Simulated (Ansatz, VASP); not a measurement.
## Zn in VASP and in Ansatz

Contents of INCAR:

```
PREC = Accurate ; ENCUT = 520
EDIFF = 1E-6 ; ISMEAR = -1
SIGMA = 0.1 ; LREAL = F
LASPH = T ; NELM = 60
ALGO = Normal ; ISIF = 2
LWAVE = F ; LCHARG = T
GGA = B5 ; ALDAX = 1.0
AGGAX = 1.0 ; AGGAC = 1.0
ALDAC = 0.0 ; LELF = T
LVHAR = T ; NBANDS = 12
```

File KPOINTS:

```
Automatic mesh
0
Gamma
  13 13 13
```

File POSCAR:

```
Zn
1.0
    2.6138048751      0.0000000000      0.0000000000
    0.0000000000      2.6138048751      0.0000000000
    0.0000000000      0.0000000000      2.6138048751
Zn
1
Direct
    0.0000000000      0.0000000000      0.0000000000
```

Input for Ansatz:

```yaml
crystal:
  lattice:
    - [2.6138048751, 0.0, 0.0]
    - [0.0, 2.6138048751, 0.0]
    - [0.0, 0.0, 2.6138048751]
  atoms:
    - { symbol: Zn, position: [0.0, 0.0, 0.0] }
hamiltonian:
  xc: blyp
  pseudopotentials:
    kind: paw
    azcp:
      Zn: "pseudopotentials/Zn.paw.azcp"
basis:
  ecutwfc: 420
  fft_grid_basis: typed
kpoints:
  mp_grid: { grid: [13, 13, 13], shift: [0, 0, 0] }
magnetization:
  spin_polarized: false
scf:
  occupations: { method: fermi_dirac, width: 0.1 }
  lower_state_search: "off"
output:
  stress: true
```

Alike in both runs: task single point; functional BLYP; k mesh 13 × 13 × 13; occupations fermi-dirac, width 0.1 eV; no spin polarisation.

|  | VASP | Ansatz |
| --- | --- | --- |
| version | VASP 6.6.1 | Ansatz 0.2.0 |
| potentials or method | VASP PAW PBE potentials, release 64 (Zn), cutoff 520 eV | plane waves (420 eV) with PAW, scalar-relativistic |
| valence electrons in the cell | 12 | 12 |

Ansatz gave:

| Quantity | Value |
| --- | --- |
| pressure (GPa) | 5.4 |

What did VASP give for the same quantities?

Pressure (GPa): 5.7.

VASP's potentials were made for PBE, not for BLYP. The functional is the same, so the differences come from potentials, cutoffs and numerics.
